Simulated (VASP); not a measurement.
Ni: single point with HSE06

The system is Ni.

```
Ni
1.0
     0.00000    1.70689    1.70689
     1.70689    0.00000    1.70689
     1.70689    1.70689    0.00000
Ni
1
Direct
  0.00000 0.00000 0.00000
```

```json
{
  "Program": "VASP 6.6.1",
  "Task": "single point",
  "Functional": "HSE06",
  "Potentials or basis": "VASP PAW PBE potentials, release 64 (Ni)",
  "Cutoff": "520 eV",
  "k mesh": "6 × 6 × 6",
  "Occupations": "fermi-dirac, width 0.1 eV",
  "Spin": "no spin polarisation"
}
```

```json
{"Pressure": "12.1 GPa", "Band gap on the k mesh": "zero (bands 5 and 6 overlap by 2.23 eV)"}
```

Levels at points of the mesh, in eV from the Fermi level:
```csv
k point,band 2,band 3,band 4,band 5,band 6,band 7,band 8,band 9
"(0.00, 0.00, 0.00)",-2.61,-2.61,-2.61,-1.71,-1.71,26.50,31.43,31.43
"(0.50, 0.00, 0.00)",-2.94,-2.94,-0.16,-0.16,0.40,8.41,24.89,28.83
"(0.50, 0.50, 0.00)",-4.89,-0.73,0.52,0.52,3.71,12.04,17.79,17.79
```

Run time: 4.6 min on 1 thread of AMD EPYC 7R13 Processor (Zen 3), with other jobs on the host, peak memory 0.19 GiB.

Caveat: the k points lie up to 0.53 Å⁻¹ apart, too coarse for converged energies and pressures of a metal; the PAW data sets were made with another functional, which shifts forces and pressure a little; the run has no spin polarisation, though such a crystal can be magnetic. Spin polarisation is off, so any magnetic state and its effect on volume and gap are missing.
